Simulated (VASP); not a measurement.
# GaSb (F-43m) in VASP: relaxation of cell and atoms with LDA

Aim: the relaxation of cell and atoms of GaSb with LDA.

Everything below comes from runs of VASP 6.6.1. Logs are shortened: lines on timing, memory, paths and dates and some standing lists are left out, and cuts for length are marked.

## (1) The cell of the first run

It takes space group F-43m (No. 216, cubic). The conventional cell has a = 6.118 Å, b = 6.118 Å, c = 6.118 Å, α = 90.00°, β = 90.00°, γ = 90.00°. Ga (site symmetry -43m) has 4 Sb at 2.65 Å within 3.5 Å. Within 3.5 Å of Sb (site symmetry -43m) lie 4 Ga at 2.65 Å.

## (2) Relaxation of cell and atoms, LDA

File INCAR:

```
SYSTEM = GaSb
  ALGO = Normal
  EDIFF = 1E-7
  EDIFFG = -0.005
  ENCUT = 500
  GGA_COMPAT = .False.
  IBRION = 2
  ISIF = 3
  ISMEAR = 0
  LASPH = .True.
  LCHARG = .False.
  LREAL = .False.
  LWAVE = .False.
  NELM = 120
  NELMIN = 4
  NSW = 100
  PREC = Accurate
  SIGMA = 0.1
```

File KPOINTS:

```
k-points
0
Gamma
  12 12 12
  0 0 0
```

File POSCAR:

```
GaSb
1.0
    0.0000000000      3.0590000000      3.0590000000
    3.0590000000      0.0000000000      3.0590000000
    3.0590000000      3.0590000000      0.0000000000
Ga Sb
1 1
Direct
    0.0000000000      0.0000000000      0.0000000000
    0.7500000000      0.7500000000      0.7500000000
```

Potentials or basis: VASP PAW LDA potentials, release 64 (Ga_d, Sb_d_GW).

Run with:

```sh
> cat potpaw_LDA.64/Ga_d/POTCAR potpaw_LDA.64/Sb_d_GW/POTCAR > POTCAR
> mpirun -np 1 vasp_std > vasp.out
```

OUTCAR:

```text
SYSTEM = GaSb
   EDIFF = 1E-7
   EDIFFG = -0.005
   ENCUT = 500
   IBRION = 2
   ISIF = 3
   ISMEAR = 0
   LASPH = .True.
   LREAL = .False.
   NELM = 120
   NELMIN = 4
   NSW = 100
   PREC = Accurate

 ion  position               nearest neighbor table
   1  0.000  0.000  0.000-   2 2.65   2 2.65   2 2.65   2 2.65
   2  0.750  0.750  0.750-   1 2.65   1 2.65   1 2.65   1 2.65

  LATTYP: Found a face centered cubic cell.
 ALAT       =     6.1180000000

  Lattice vectors:

 A1 = (   0.0000000000,   3.0590000000,   3.0590000000)
 A2 = (   3.0590000000,   0.0000000000,   3.0590000000)
 A3 = (   3.0590000000,   3.0590000000,   0.0000000000)

Analysis of symmetry for initial positions (statically):
=====================================================================
 Subroutine PRICEL returns:
 Original cell was already a primitive cell.

 Routine SETGRP: Setting up the symmetry group for a
 face centered cubic supercell.

 Subroutine GETGRP returns: Found 24 space group operations
 (whereof 24 operations were pure point group operations)
 out of a pool of 48 trial point group operations.

The static configuration has the point symmetry T_d .

Analysis of symmetry for dynamics (positions and initial velocities):
=====================================================================
 Subroutine PRICEL returns:
 Original cell was already a primitive cell.

 Routine SETGRP: Setting up the symmetry group for a
 face centered cubic supercell.

 Subroutine GETGRP returns: Found 24 space group operations
 (whereof 24 operations were pure point group operations)
 out of a pool of 48 trial point group operations.

The dynamic configuration has the point symmetry T_d .

 Subroutine INISYM returns: Found 24 space group operations
 (whereof 24 operations are pure point group operations),
 and found     1 'primitive' translations

----------------------------------------------------------------------------------------

                                     Primitive cell

  volume of cell :      57.2491

  direct lattice vectors                    reciprocal lattice vectors
     0.000000000  3.059000000  3.059000000    -0.163452109  0.163452109  0.163452109
     3.059000000  0.000000000  3.059000000     0.163452109 -0.163452109  0.163452109
     3.059000000  3.059000000  0.000000000     0.163452109  0.163452109 -0.163452109

  length of vectors
     4.326079287  4.326079287  4.326079287     0.283107357  0.283107357  0.283107357

  position of ions in fractional coordinates (direct lattice)
     0.000000000  0.000000000  0.000000000
     0.750000000  0.750000000  0.750000000

  ion indices of the primitive-cell ions
   primitive index   ion index
                 1           1
                 2           2

----------------------------------------------------------------------------------------

 KPOINTS: k-points

Automatic generation of k-mesh.
 Grid dimensions read from file:
 generate k-points for:   12   12   12

 Generating k-lattice:

  Cartesian coordinates                     Fractional coordinates (reciprocal lattice)
    -0.013621009  0.013621009  0.013621009     0.083333333  0.000000000  0.000000000
     0.013621009 -0.013621009  0.013621009     0.000000000  0.083333333  0.000000000
     0.013621009  0.013621009 -0.013621009     0.000000000  0.000000000  0.083333333

  Length of vectors
     0.023592280  0.023592280  0.023592280

  Shift w.r.t. Gamma in fractional coordinates (k-lattice)
     0.000000000  0.000000000  0.000000000

 Subroutine IBZKPT returns following result:
 ===========================================

 Found     72 irreducible k-points:

 Following reciprocal coordinates:
            Coordinates               Weight
  0.000000  0.000000  0.000000      1.000000
  0.083333  0.000000  0.000000      8.000000
  0.166667  0.000000  0.000000      8.000000
  0.250000  0.000000  0.000000      8.000000
  0.333333  0.000000  0.000000      8.000000
  0.416667  0.000000  0.000000      8.000000
[... 16 lines left out ...]
  0.500000  0.166667  0.000000     24.000000
 -0.416667  0.166667  0.000000     24.000000
 [... further k-points ...]
   k-points           NKPTS =     72   k-points in BZ     NKDIM =     72   number of bands    NBANDS=     18
   number of dos      NEDOS =    301   number of ions     NIONS =      2
   total plane-waves  NPLWV =  32768
   dimension x,y,z NGX =    32 NGY =   32 NGZ =   32
   dimension x,y,z NGXF=    64 NGYF=   64 NGZF=   64
   ions per type =               1   1
   NGX,Y,Z   is equivalent  to a cutoff of  12.30, 12.30, 12.30 a.u.
   NGXF,Y,Z  is equivalent  to a cutoff of  24.59, 24.59, 24.59 a.u.
 SYSTEM =  GaSb
   PREC   = accura    normal or accurate (medium, high low for compatibility)
   ISTART =      0    job   : 0-new  1-cont  2-samecut
   ICHARG =      2    charge: 1-file 2-atom 10-const
   ISPIN  =      1    spin polarized calculation?
   LNONCOLLINEAR =      F non collinear calculations
   LSORBIT =      F    spin-orbit coupling
   LASPH  =      T    aspherical Exc in radial PAW
   ENCUT  =  500.0 eV  36.75 Ry    6.06 a.u.   7.89  7.89  7.89*2*pi/ulx,y,z
   NELM   =    120;   NELMIN=  4; NELMDL= -5     # of ELM steps
   EDIFF  = 0.1E-06   stopping-criterion for ELM
   LREAL  =      F    real-space projection
   EDIFFG = -.5E-02   stopping-criterion for IOM
   NSW    =    100    number of steps for IOM
   IBRION =      2    ionic relax: 0-MD 1-quasi-New 2-CG
   NFREE  =      1    steps in history (QN), initial steepest desc. (CG)
   ISIF   =      3    stress and relaxation
   ISYM   =      2    0-nonsym 1-usesym 2-fastsym
   POTIM  = 0.5000    time-step for ionic-motion
   TEBEG  =    0.0;   TEEND  =   0.0 temperature during run
   PSTRESS=    0.0 pullay stress
   NELECT =      28.0000    total number of electrons
   NUPDOWN=      -1.0000    fix difference up-down
   EMIN   =  10.00;   EMAX   =-10.00  energy-range for DOS
   EFERMI =   0.00;   METHOD = LEGACY
   ISMEAR =     0;   SIGMA  =   0.10  broadening in eV -4-tet -1-fermi 0-gaus
   EFERMI_NEDOS =   21; number of points for ismear=-14 and -15
   IALGO  =     38    algorithm
   IMIX   =      4    mixing-type and parameters
     AMIX     =   0.40;   BMIX     =  1.00
     AMIX_MAG =   1.60;   BMIX_MAG =  1.00
  volume/ion in A,a.u.               =      28.62       193.17
  Fermi-wavevector in a.u.,A,eV,Ry     =   1.289847  2.437456 22.636067  1.663704
  Thomas-Fermi vector in A             =   2.421714
   LORBIT       =      0    0 simple, 1 ext, 2 COOP (PROOUT), +10 PAW based schemes
   GGA     = CA    functional components
   LHFCALC =     F    Hartree Fock is set to
   AEXX    =    0.0000 exact exchange contribution
   IVDW    =     0    specifies the selected vdW correction
   LEPSILON=     F    determine dielectric tensor
   LRPA    =     F    only Hartree local field effects (RPA)
 conjugate gradient relaxation of ions
 non-spin polarized calculation
 Gauss-broadening in eV      SIGMA  =   0.10
  energy-cutoff  :      500.00
  volume of cell :       57.25
 maximum number of plane-waves:      1475
   NGX = 15   NGY = 15   NGZ = 15

--------------------------------------- Ionic step        1  -------------------------------------------

 number of electron      27.9999974 magnetization

 Free energy of the ion-electron system (eV)
  ---------------------------------------------------
  ext. energy  EPLUGINS =         0.00000000
  ---------------------------------------------------
  free energy    TOTEN  =        -8.67543883 eV

  energy without entropy =       -8.67530768  energy(sigma->0) =       -8.67537325

------------------------ aborting loop because EDIFF is reached ----------------------------------------

  FORCE on cell =-STRESS in cart. coord.  units (eV):
  Direction    XX          YY          ZZ          XY          YZ          ZX
  --------------------------------------------------------------------------------------
  -------------------------------------------------------------------------------------
  Total       -0.5966531     -0.5966531     -0.5966531      0.0000000      0.0000000      0.0000000
  in kB      -16.6979859    -16.6979859    -16.6979859      0.0000000      0.0000000      0.0000000
  external PRESSURE =     -16.6979859 kB  Pullay stress =       0.0000000 kB
[... 57 lines left out ...]
  energy  without entropy=       -8.6840133788  energy(sigma->0) =       -8.68403808

--------------------------------------- Ionic step        3  -------------------------------------------

 number of electron      27.9999977 magnetization

 Free energy of the ion-electron system (eV)
  ---------------------------------------------------
  ext. energy  EPLUGINS =         0.00000000
  ---------------------------------------------------
  free energy    TOTEN  =        -8.68521806 eV

  energy without entropy =       -8.68512754  energy(sigma->0) =       -8.68517280

 E-fermi :   4.0041     XC(G=0):  -9.7736

 val. band max:        3.9212079254   @ k =   0.0000   0.0000   0.0000
 cond. band min:       4.0224295185   @ k =   0.0000   0.0000   0.0000
 fundamental gap:      0.1012215931
 Fermi energy:         4.0040559903

 k-point     1 :       0.0000    0.0000    0.0000
  band No.  band energies     occupation
      1     -24.8323      2.00000
      2     -24.8323      2.00000
      3     -24.8323      2.00000
      4     -24.8084      2.00000
      5     -24.8084      2.00000
      6     -11.2769      2.00000
[... 10 lines left out ...]
     17       6.6858      0.00000
     18       6.6858      0.00000
[... 466 lines left out ...]
      2     -24.8292      2.00000
      3     -24.8283      2.00000
      4     -24.8078      2.00000
      5     -24.8071      2.00000
      6     -11.3121      2.00000
[... 10 lines left out ...]
     17       8.5106      0.00000
     18      10.8610      0.00000

 [... further k-points ...]

------------------------ aborting loop because EDIFF is reached ----------------------------------------

  FORCE on cell =-STRESS in cart. coord.  units (eV):
  Direction    XX          YY          ZZ          XY          YZ          ZX
  --------------------------------------------------------------------------------------
  -------------------------------------------------------------------------------------
  Total       -0.0034663     -0.0034663     -0.0034663      0.0000000      0.0000000      0.0000000
  in kB       -0.1002012     -0.1002012     -0.1002012      0.0000000      0.0000000      0.0000000
  external PRESSURE =      -0.1002012 kB  Pullay stress =       0.0000000 kB
[... 17 lines left out ...]
  FREE ENERGIE OF THE ION-ELECTRON SYSTEM (eV)
  ---------------------------------------------------
  free  energy   TOTEN  =        -8.6852180573 eV

  energy  without entropy=       -8.6851275398  energy(sigma->0) =       -8.68517280

 reached required accuracy - stopping structural energy minimisation
```

Run time: 1.8 min. Hardware: 1 thread of Intel Xeon Platinum 8375C at 2.90GHz (Ice Lake), shared host; peak memory 0.23 GiB.

Results:

| Quantity | Value |
| --- | --- |
| Free energy | -8.6852 eV |
| Relaxed volume | 27.71 Å³/atom |
| Relaxed cell | a = 4.280 Å, b = 4.280 Å, c = 4.280 Å, α = 60.00°, β = 60.00°, γ = 60.00° |
| Space group after relaxing (to 0.1 Å) | F-43m (No. 216) |
| Energy gained by relaxing | 4.9 meV/atom |
| Ionic steps | 3 |
| Pressure after relaxing | 0.0 GPa |
| Band gap on the k mesh | 0.10 eV |

Step by step:
```csv
step,energy change (eV),largest force (eV/Å),pressure (GPa),volume (Å³)
1,0.0000,0.0000,-1.67,57.25
2,-0.0086,0.0000,0.65,54.81
3,-0.0098,0.0000,-0.01,55.42
```

Final structure:
```cif
data_structure
_symmetry_space_group_name_H-M 'P 1'
_symmetry_Int_Tables_number 1
_cell_length_a 4.2796
_cell_length_b 4.2796
_cell_length_c 4.2796
_cell_angle_alpha 60.000
_cell_angle_beta 60.000
_cell_angle_gamma 60.000
_cell_volume 55.42
loop_
_atom_site_label
_atom_site_type_symbol
_atom_site_fract_x
_atom_site_fract_y
_atom_site_fract_z
_atom_site_occupancy
Ga1 Ga 0.00000 0.00000 0.00000 1
Sb1 Sb 0.75000 0.75000 0.75000 1
```

Caveat: semilocal functionals underestimate gaps, and a narrow one can read as zero; spin-orbit coupling is left out, which moves the levels of the heavy elements. A k mesh can miss the band edges.
